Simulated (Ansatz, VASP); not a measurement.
**One calculation of La, two programs**

Contents of INCAR:

```
SYSTEM = La
ALGO     = Normal         ! electronic algorithm
EDIFF    = 1E-7           ! SCF threshold, eV
ENCUT    = 520            ! plane-wave cutoff, eV
GGA      = RP             ! functional
ISIF     = 2              ! what is computed and relaxed
ISMEAR   = -1             ! smearing method
LASPH    = .TRUE.         ! aspherical terms in the spheres
LCHARG   = .FALSE.        ! write CHGCAR
LREAL    = .FALSE.        ! projectors in reciprocal space
LWAVE    = .FALSE.        ! write WAVECAR
NBANDS   = 18             ! bands
NELM     = 80             ! most SCF steps
PREC     = Accurate       ! precision mode
SIGMA    = 0.1            ! smearing width, eV
```

File KPOINTS:

```
k-points
0
G
  11 11 6
  0 0 0
```

File POSCAR:

```
La
1.0
    3.6988366747      0.0000000000      0.0000000000
   -1.8494183373      3.2032865248      0.0000000000
    0.0000000000      0.0000000000      5.9251508402
La
2
Direct
    0.3333333333      0.6666666667      0.2500000000
    0.6666666667      0.3333333333      0.7500000000
```

Input for Ansatz:

```yaml
crystal:
  lattice:
    - [3.6988366747, 0.0, 0.0]
    - [-1.8494183373, 3.2032865248, 0.0]
    - [0.0, 0.0, 5.9251508402]
  atoms:
    - { symbol: La, position: [0.3333333333, 0.6666666667, 0.25] }
    - { symbol: La, position: [0.6666666667, 0.3333333333, 0.75] }
hamiltonian:
  xc: rpbe
  pseudopotentials:
    kind: paw
    azcp:
      La: "pseudopotentials/La.paw.azcp"
basis:
  ecutwfc: 420
  fft_grid_basis: typed
kpoints:
  mp_grid: { grid: [11, 11, 6], shift: [0, 0, 0] }
magnetization:
  spin_polarized: false
scf:
  occupations: { method: fermi_dirac, width: 0.1 }
  lower_state_search: "off"
output:
  stress: true
```

Alike in both runs: task single point; functional RPBE; k mesh 11 × 11 × 6; occupations fermi-dirac, width 0.1 eV; no spin polarisation.

```csv
,VASP,Ansatz
version,VASP 6.6.1,Ansatz 0.2.0
potentials or method,"VASP PAW PBE potentials, release 64 (La), cutoff 520 eV","plane waves (420 eV) with PAW, scalar-relativistic"
valence electrons in the cell,22,22
```

Ansatz gave:

```
pressure (GPa)                                                : 3.4
traceless stress, the component that is largest in VASP (GPa) : 0.23
```

Task: What did VASP give for the same quantities?

Result: Pressure (GPa): 3.5; traceless stress, the component that is largest in VASP (GPa): 0.23.

VASP's potentials were made for PBE, not for RPBE.

Neither program's run includes spin-orbit coupling.
